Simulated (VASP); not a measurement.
# Ta2H (Pmm2) in VASP: notebook

Runs on Ta2H. Level: PBEsol. Tasks: single point.

All numbers are computed with VASP 6.6.1; they aren't measurements. Logs are shortened: lines on timing, memory, paths and dates and some standing lists are left out, and cuts for length are marked.

## (1) The cell of the first run

Symmetry: Pmm2, No. 25, orthorhombic system. Conventional cell: a = 3.280 Å, b = 3.364 Å, c = 3.410 Å, α = 90.00°, β = 90.00°, γ = 90.00°. Within 2.5 Å of Ta (site symmetry mm2) lie 2 H at 1.86 Å. Within 2.5 Å of Ta (site symmetry mm2) lie 2 H at 1.90 Å. H (site symmetry mm2) has 4 Ta at 1.86 to 1.90 Å within 2.5 Å.

## (2) Single point, PBEsol (uniaxial strain along a: -2.0 %)

INCAR

```
ALGO = Normal ; EDIFF = 1E-6
ENCUT = 520 ; GGA = PS
ISIF = 2 ; ISMEAR = 0
LASPH = True ; LCHARG = False
LREAL = False ; LWAVE = False
NBANDS = 18 ; NELM = 60
PREC = Accurate ; SIGMA = 0.1
```

KPOINTS

```
k-points
0
Gamma
  12 12 12
```

POSCAR

```
Ta2H
1.0
    3.2798571866      0.0000000000      0.0000000000
    0.0000000000      3.3635270128      0.0000000000
    0.0000000000      0.0000000000      3.4099298312
Ta H
2 1
Direct
    0.5000000000      0.0000000000      0.7399944571
    0.0000000000      0.5000000000      0.2600055429
    0.0000000000      0.0000000000      0.0000000000
```

Potentials or basis: VASP PAW PBE potentials, release 64 (Ta_pv, H).

Started as:

```console
> cat potpaw_PBE.64/Ta_pv/POTCAR potpaw_PBE.64/H/POTCAR > POTCAR
> mpirun -np 1 vasp_std > vasp.out
```

OUTCAR:

```text
EDIFF = 1E-6
   ENCUT = 520
   GGA = PS
   ISIF = 2
   ISMEAR = 0
   LASPH = True
   LREAL = False
   NELM = 60
   PREC = Accurate

 ion  position               nearest neighbor table
   1  0.500  0.000  0.740-   3 1.86   3 1.86   2 2.86   2 2.86   2 2.86   2 2.86   2 2.94   2 2.94
                             2 2.94   2 2.94
   2  0.000  0.500  0.260-   3 1.90   3 1.90   1 2.86   1 2.86   1 2.86   1 2.86   1 2.94   1 2.94
                             1 2.94   1 2.94
   3  0.000  0.000  0.000-   1 1.86   1 1.86   2 1.90   2 1.90

  LATTYP: Found a simple orthorhombic cell.
 ALAT       =     3.2798571866
 B/A-ratio  =     1.0255102041
 C/A-ratio  =     1.0396580208

  Lattice vectors:

 A1 = (   3.2798571866,   0.0000000000,   0.0000000000)
 A2 = (   0.0000000000,   3.3635270128,   0.0000000000)
 A3 = (   0.0000000000,   0.0000000000,   3.4099298312)

Analysis of symmetry for initial positions (statically):
=====================================================================
 Subroutine PRICEL returns:
 Original cell was already a primitive cell.

 Routine SETGRP: Setting up the symmetry group for a
 simple orthorhombic supercell.

 Subroutine GETGRP returns: Found  4 space group operations
 (whereof  4 operations were pure point group operations)
 out of a pool of  8 trial point group operations.

The static configuration has the point symmetry C_2v.

Analysis of symmetry for dynamics (positions and initial velocities):
=====================================================================
 Subroutine PRICEL returns:
 Original cell was already a primitive cell.

 Routine SETGRP: Setting up the symmetry group for a
 simple orthorhombic supercell.

 Subroutine GETGRP returns: Found  4 space group operations
 (whereof  4 operations were pure point group operations)
 out of a pool of  8 trial point group operations.

The dynamic configuration has the point symmetry C_2v.

 Subroutine INISYM returns: Found  4 space group operations
 (whereof  4 operations are pure point group operations),
 and found     1 'primitive' translations

----------------------------------------------------------------------------------------

                                     Primitive cell

[... 87 lines left out ...]
   LNONCOLLINEAR =      F non collinear calculations
   LSORBIT =      F    spin-orbit coupling
   LASPH  =      T    aspherical Exc in radial PAW
   ENCUT  =  520.0 eV  38.22 Ry    6.18 a.u.   6.10  6.25  6.34*2*pi/ulx,y,z
   NELM   =     60;   NELMIN=  2; NELMDL= -5     # of ELM steps
   EDIFF  = 0.1E-05   stopping-criterion for ELM
   LREAL  =      F    real-space projection
   EDIFFG = 0.1E-04   stopping-criterion for IOM
   NSW    =      0    number of steps for IOM
   IBRION =     -1    ionic relax: 0-MD 1-quasi-New 2-CG
   NFREE  =      0    steps in history (QN), initial steepest desc. (CG)
   ISIF   =      2    stress and relaxation
   ISYM   =      2    0-nonsym 1-usesym 2-fastsym
   POTIM  = 0.5000    time-step for ionic-motion
   TEBEG  =    0.0;   TEEND  =   0.0 temperature during run
   PSTRESS=    0.0 pullay stress
   NELECT =      23.0000    total number of electrons
   NUPDOWN=      -1.0000    fix difference up-down
   EMIN   =  10.00;   EMAX   =-10.00  energy-range for DOS
   EFERMI =   0.00;   METHOD = LEGACY
   ISMEAR =     0;   SIGMA  =   0.10  broadening in eV -4-tet -1-fermi 0-gaus
   EFERMI_NEDOS =   21; number of points for ismear=-14 and -15
   IALGO  =     38    algorithm
   IMIX   =      4    mixing-type and parameters
     AMIX     =   0.40;   BMIX     =  1.00
     AMIX_MAG =   1.60;   BMIX_MAG =  1.00
  volume/ion in A,a.u.               =      12.54        84.62
  Fermi-wavevector in a.u.,A,eV,Ry     =   1.389480  2.625737 26.268157  1.930655
  Thomas-Fermi vector in A             =   2.513507
   LORBIT       =      0    0 simple, 1 ext, 2 COOP (PROOUT), +10 PAW based schemes
   GGA     = PS    functional components
   LHFCALC =     F    Hartree Fock is set to
   AEXX    =    0.0000 exact exchange contribution
   IVDW    =     0    specifies the selected vdW correction
   LEPSILON=     F    determine dielectric tensor
   LRPA    =     F    only Hartree local field effects (RPA)
 non-spin polarized calculation
 Gauss-broadening in eV      SIGMA  =   0.10
  energy-cutoff  :      520.00
  volume of cell :       37.62
 maximum number of plane-waves:      1032
   NGX = 13   NGY = 13   NGZ = 13

 number of electron      23.0000001 magnetization

 Free energy of the ion-electron system (eV)
  ---------------------------------------------------
  ext. energy  EPLUGINS =         0.00000000
  ---------------------------------------------------
  free energy    TOTEN  =       -28.83919408 eV

  energy without entropy =      -28.83098270  energy(sigma->0) =      -28.83508839

 E-fermi :   5.4941     XC(G=0): -12.7562

 val. band max:        5.4932058462   @ k =   0.1667   0.0000   0.0833
 cond. band min:       5.4941093410   @ k =   0.5000   0.0000   0.3333
 fundamental gap:      0.0009034948
 Fermi energy:         5.4940782453

 k-point     1 :       0.0000    0.0000    0.0000
  band No.  band energies     occupation
      1     -28.5663      2.00000
      2     -28.5563      2.00000
      3     -28.4968      2.00000
      4     -27.7856      2.00000
      5     -27.7844      2.00000
      6     -27.7812      2.00000
[... 481 lines left out ...]
      5     -27.9203      2.00000
      6     -27.7999      2.00000
[... 10 lines left out ...]
     17      11.7716      0.00000
     18      12.2163      0.00000

 [... further k-points ...]

------------------------ aborting loop because EDIFF is reached ----------------------------------------

  FORCE on cell =-STRESS in cart. coord.  units (eV):
  Direction    XX          YY          ZZ          XY          YZ          ZX
  --------------------------------------------------------------------------------------
  -------------------------------------------------------------------------------------
  Total        1.4485415      0.1639116      0.2765101      0.0000000      0.0000000      0.0000000
  in kB       61.6944708      6.9811169     11.7767728      0.0000000      0.0000000      0.0000000
  external PRESSURE =      26.8174535 kB  Pullay stress =       0.0000000 kB

 VOLUME and BASIS-vectors are now :
 -----------------------------------------------------------------------------
  energy-cutoff  :      520.00
  volume of cell :       37.62
      direct lattice vectors                 reciprocal lattice vectors
     3.279857187  0.000000000  0.000000000     0.304891324  0.000000000  0.000000000
     0.000000000  3.363527013  0.000000000     0.000000000  0.297306963  0.000000000
     0.000000000  0.000000000  3.409929831     0.000000000  0.000000000  0.293261167

 POSITION                                       TOTAL-FORCE (eV/Angst)
 -----------------------------------------------------------------------------------
      1.63993      0.00000      2.52333         0.000000      0.000000     -0.158963
      0.00000      1.68176      0.88660         0.000000      0.000000     -0.052305
      0.00000      0.00000      0.00000         0.000000      0.000000      0.211268
 -----------------------------------------------------------------------------------
    total drift:                                0.000000      0.000000      0.000032

  FREE ENERGIE OF THE ION-ELECTRON SYSTEM (eV)
  ---------------------------------------------------
  free  energy   TOTEN  =       -28.8391940770 eV

  energy  without entropy=      -28.8309826986  energy(sigma->0) =      -28.83508839
```

OSZICAR:

```text
N       E                     dE             d eps       ncg     rms          rms(c)
DAV:   1     0.169742456246E+03    0.16974E+03   -0.12616E+04 12348   0.127E+03
DAV:   2    -0.259179476760E+02   -0.19566E+03   -0.19262E+03 14768   0.370E+02
DAV:   3    -0.303079867392E+02   -0.43900E+01   -0.43435E+01 15164   0.516E+01
DAV:   4    -0.303398031270E+02   -0.31816E-01   -0.31766E-01 14092   0.450E+00
DAV:   5    -0.303400112262E+02   -0.20810E-03   -0.20808E-03 14032   0.359E-01    0.230E+01
DAV:   6    -0.291441842215E+02    0.11958E+01   -0.15247E+00 13784   0.100E+01    0.109E+01
DAV:   7    -0.288454005721E+02    0.29878E+00   -0.10732E+00 14626   0.787E+00    0.694E-01
DAV:   8    -0.288400737038E+02    0.53269E-02   -0.26122E-02 13434   0.142E+00    0.419E-01
DAV:   9    -0.288392302952E+02    0.84341E-03   -0.26326E-03 15434   0.565E-01    0.121E-01
DAV:  10    -0.288391949134E+02    0.35382E-04   -0.36650E-04 13570   0.175E-01    0.564E-02
DAV:  11    -0.288391949859E+02   -0.72507E-07   -0.41610E-05 13234   0.611E-02    0.125E-02
DAV:  12    -0.288391940770E+02    0.90887E-06   -0.29378E-06 12130   0.173E-02
   1 F= -.28839194E+02 E0= -.28835088E+02  d E =-.821138E-02
```

Run time: 1.8 min. Hardware: 1 thread of AMD EPYC 9R45 (Zen 5), shared host; peak memory 0.29 GiB.

What came out:

| Property | Result |
| --- | --- |
| Free energy | -28.8392 eV |
| Pressure | 2.7 GPa |
| Largest force | 0.211 eV/Å |

Forces in eV/Å, atoms in the order of the input:
```
Ta   0.000  0.000 -0.159
Ta   0.000  0.000 -0.052
H    0.000  0.000  0.211
```

Caveat: the cell differs from its parent crystal (uniaxial strain along a: -2.0 %); the PAW data sets were made with another functional, which shifts forces and pressure a little; spin-orbit coupling is left out, which moves the levels of the heavy elements.

## (3) Single point, PBEsol (uniaxial strain along a: -4.0 %, then relaxed in part)

INCAR

```
SYSTEM = Ta2H
PREC = Accurate
ENCUT = 520
EDIFF = 1E-7
ISMEAR = 0
SIGMA = 0.1
LREAL = .False.
LASPH = .True.
NELM = 80
ALGO = Normal
ISIF = 2
LWAVE = .False.
LCHARG = .True.
GGA = PS
LELF = .True.
LVHAR = .True.
NBANDS = 18
```

KPOINTS

```
regular mesh
0
Gamma
  12 12 12
  0 0 0
```

POSCAR

```
Ta2H
1.0
    3.2129213257      0.0000000000      0.0000000000
    0.0000000000      3.4170410154      0.0000000000
    0.0000000000      0.0000000000      3.4276184660
Ta H
2 1
Direct
    0.5000000000      0.0000000000      0.7300765025
    0.0000000000      0.5000000000      0.2508411359
    0.0000000000      0.0000000000      0.0190823616
```

Potentials or basis: VASP PAW PBE potentials, release 64 (Ta_pv, H).

Started as:

```console
> cat potpaw_PBE.64/Ta_pv/POTCAR potpaw_PBE.64/H/POTCAR > POTCAR
> mpirun -np 1 vasp_std > vasp.out
```

Wall time 1.9 min (1 thread of AMD EPYC 9R45 (Zen 5), shared host); peak memory 0.29 GiB.

It converged, with:

```yaml
Free_energy: -28.8192 eV
Pressure: 2.7 GPa
Largest_force: 0.013 eV/Å
```

Forces in eV/Å, atoms in the order of the input:
```
Ta   0.000  0.000 -0.013
Ta   0.000  0.000  0.012
H    0.000  0.000  0.002
```

Stress tensor (GPa, compression positive):
```
7.66 0.00 0.00
0.00 0.23 0.00
0.00 0.00 0.18
```

Levels at points of the mesh, in eV from the Fermi level:
```
           k point  band 9  band 10  band 11  band 12  band 13  band 14  band 15  band 16
(0.00, 0.00, 0.00)   -3.95    -0.16     0.60     0.78     2.80     3.76     4.58     6.12
(0.50, 0.00, 0.00)   -1.54    -0.96    -0.58     0.52     0.66     0.88     2.25     2.75
(0.00, 0.50, 0.00)   -1.55    -1.11    -0.43     1.00     1.24     1.47     2.59     3.17
(0.50, 0.50, 0.00)   -4.50    -1.77    -0.62     1.55     3.23     3.67     4.67     4.94
(0.00, 0.00, 0.50)   -2.05    -1.56     0.39     0.92     0.99     1.63     2.75     3.29
(0.50, 0.00, 0.50)   -2.17    -1.85    -0.11     1.23     3.32     3.51     4.74     4.90
(0.00, 0.50, 0.50)   -1.49    -1.27    -1.02     0.90     2.62     2.64     3.98     4.07
(0.50, 0.50, 0.50)   -1.64    -1.42    -1.36    -1.01     3.92     4.36     4.52     4.64
```

Caveat: the cell differs from its parent crystal (uniaxial strain along a: -4.0 %, then relaxed in part); the PAW data sets were made with another functional, which shifts forces and pressure a little; spin-orbit coupling is left out, which moves the levels of the heavy elements.

## (4) Single point, PBEsol (uniaxial strain along a: -2.0 %, then relaxed in part)

INCAR

```
SYSTEM = Ta2H
PREC = Accurate
ENCUT = 520
EDIFF = 1E-6
ISMEAR = 0
SIGMA = 0.1
LREAL = .False.
LASPH = .True.
NELM = 60
ALGO = Normal
ISIF = 2
LWAVE = .False.
LCHARG = .False.
GGA = PS
NBANDS = 18
```

KPOINTS

```
Automatic mesh
0
Gamma
  12 12 12
  0 0 0
```

POSCAR

```
Ta2H
1.0
    3.2798571866      0.0000000000      0.0000000000
    0.0000000000      3.3836591363      0.0000000000
    0.0000000000      0.0000000000      3.4089781407
Ta H
2 1
Direct
    0.5000000000      0.0000000000      0.7348430027
    0.0000000000      0.5000000000      0.2552913637
    0.0000000000      0.0000000000      0.0098656336
```

Started as:

```console
> cat potpaw_PBE.64/Ta_pv/POTCAR potpaw_PBE.64/H/POTCAR > POTCAR
> mpirun -np 1 vasp_std > vasp.out
```

Wall time 1.8 min (1 thread of AMD EPYC 9R45 (Zen 5), shared host); peak memory 0.29 GiB.

Results (log left out):

| Item | Value |
| --- | --- |
| Free energy | -28.8453 eV |
| Pressure | 1.3 GPa |
| Largest force | 0.013 eV/Å |

Forces on the atoms (eV/Å):
```
Ta   0.000  0.000 -0.013
Ta   0.000  0.000  0.012
H    0.000  0.000  0.001
```

Stress tensor (GPa, compression positive):
```
3.47 0.00 0.00
0.00 0.24 0.00
0.00 0.00 0.17
```

Levels at points of the mesh, in eV from the Fermi level:
| k point | band 10 | band 11 | band 12 | band 13 | band 14 | band 15 |
| --- | --- | --- | --- | --- | --- | --- |
| (0.00, 0.00, 0.00) | 0.06 | 0.43 | 0.66 | 3.01 | 3.58 | 4.64 |
| (0.50, 0.00, 0.00) | -0.98 | -0.47 | 0.67 | 0.84 | 0.99 | 2.33 |
| (0.00, 0.50, 0.00) | -1.05 | -0.40 | 1.02 | 1.05 | 1.24 | 2.49 |
| (0.50, 0.50, 0.00) | -1.67 | -0.60 | 1.47 | 3.36 | 3.66 | 4.39 |
| (0.00, 0.00, 0.50) | -1.52 | 0.46 | 0.72 | 1.09 | 1.41 | 2.67 |
| (0.50, 0.00, 0.50) | -1.69 | -0.40 | 1.15 | 3.27 | 3.43 | 4.43 |
| (0.00, 0.50, 0.50) | -1.27 | -0.99 | 0.99 | 2.90 | 2.93 | 4.12 |
| (0.50, 0.50, 0.50) | -1.40 | -1.38 | -1.07 | 4.12 | 4.46 | 4.55 |

Caveat: the cell differs from its parent crystal (uniaxial strain along a: -2.0 %, then relaxed in part); the PAW data sets were made with another functional, which shifts forces and pressure a little; spin-orbit coupling is left out, which moves the levels of the heavy elements.

## (5) The runs side by side

```csv
cell,gap on the mesh (eV),pressure (GPa),largest force (eV/Å)
"a = 3.280, b = 3.364, c = 3.410 Å, 3 atoms",none,2.7,0.21
"a = 3.213, b = 3.417, c = 3.428 Å, 3 atoms",none,2.7,0.01
"a = 3.280, b = 3.384, c = 3.409 Å, 3 atoms",none,1.3,0.01
```

Alike in all rows: task single point; level PBEsol; potentials or basis VASP PAW PBE potentials, release 64 (Ta_pv, H); no spin polarisation; k mesh 12 × 12 × 12; cutoff (eV) 520; smearing gaussian 0.1 eV.

Caveats: the PAW data sets were made with another functional, which shifts forces and pressure a little; spin-orbit coupling is left out, which moves the levels of the heavy elements.

Absolute energies hang on the potentials; compare differences alone.
